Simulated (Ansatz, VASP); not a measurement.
**BiBrO: VASP beside Ansatz**

File INCAR:

```
  ALGO = Normal
  EDIFF = 1E-7
  ENCUT = 520
  ISIF = 2
  ISMEAR = 0
  LASPH = True
  LCHARG = True
  LELF = True
  LREAL = False
  LVHAR = True
  LWAVE = False
  NBANDS = 37
  NELM = 80
  PREC = Accurate
  SIGMA = 0.05
```

The input KPOINTS:

```
k-points
0
Gamma
  8 8 4
```

Contents of POSCAR:

```
BiBrO
1.0
    3.9473000000      0.0000000000      0.0000000000
    0.0000000000      3.9473000000      0.0000000000
    0.0000000000      0.0000000000      8.1496000000
Bi Br O
2 2 2
Direct
    0.0000000000      0.5000000000      0.1575579020
    0.5000000000      0.0000000000      0.8424420980
    0.0000000000      0.5000000000      0.6517216503
    0.5000000000      0.0000000000      0.3482783497
    0.0000000000      0.0000000000      0.0000000000
    0.5000000000      0.5000000000      0.0000000000
```

Input for Ansatz:

```yaml
crystal:
  lattice:
    - [3.9473, 0.0, 0.0]
    - [0.0, 3.9473, 0.0]
    - [0.0, 0.0, 8.1496]
  atoms:
    - { symbol: Bi, position: [0.0, 0.5, 0.157557902] }
    - { symbol: Bi, position: [0.5, 0.0, 0.842442098] }
    - { symbol: Br, position: [0.0, 0.5, 0.6517216503] }
    - { symbol: Br, position: [0.5, 0.0, 0.3482783497] }
    - { symbol: O, position: [0.0, 0.0, 0.0] }
    - { symbol: O, position: [0.5, 0.5, 0.0] }
basis:
  ecutwfc: 520.0
kpoints:
  mp_grid: { grid: [8, 8, 4] }
hamiltonian:
  xc: lda
  pseudopotentials: { kind: paw }
scf:
  occupations: { method: gaussian, width: 0.05 }
output:
  forces: true
  stress: true
  eigenvalues: true
  write_density: true
  write_potential: true
  elf: true
  volumetric_format: npy
```

Alike in both runs: task single point; functional LDA; k mesh 8 × 8 × 4; occupations gaussian, width 0.05 eV; no spin polarisation.

|  | VASP | Ansatz |
| --- | --- | --- |
| version | VASP 6.6.1 | Ansatz 0.2.0 |
| potentials or method | VASP PAW LDA potentials, release 64 (Bi_d, Br, O), cutoff 520 eV | scalar-relativistic, plane waves, PAW |
| valence electrons in the cell | 56 | 56 |

Ansatz gave:

```
gap on the k mesh at the Fermi level (eV)                     : 2.08
least direct gap on the mesh (eV)                             : 2.25
pressure (GPa)                                                : -5.4
traceless stress, the component that is largest in VASP (GPa) : 0.26
rms of the force components (eV/Å)                            : 0.278
```

Question: Estimate VASP's values.

Answer: gap on the k mesh at the Fermi level (eV): 2.06; least direct gap on the mesh (eV): 2.24; pressure (GPa): -5.2; traceless stress, the component that is largest in VASP (GPa): 0.22; rms of the force components (eV/Å): 0.255.

LDA's correlation is that of Perdew and Zunger in VASP and of Perdew and Wang (1992) in Ansatz. Atom by atom the forces differ by 0.023 eV/Å (rms over components).

Spin-orbit coupling is off throughout.
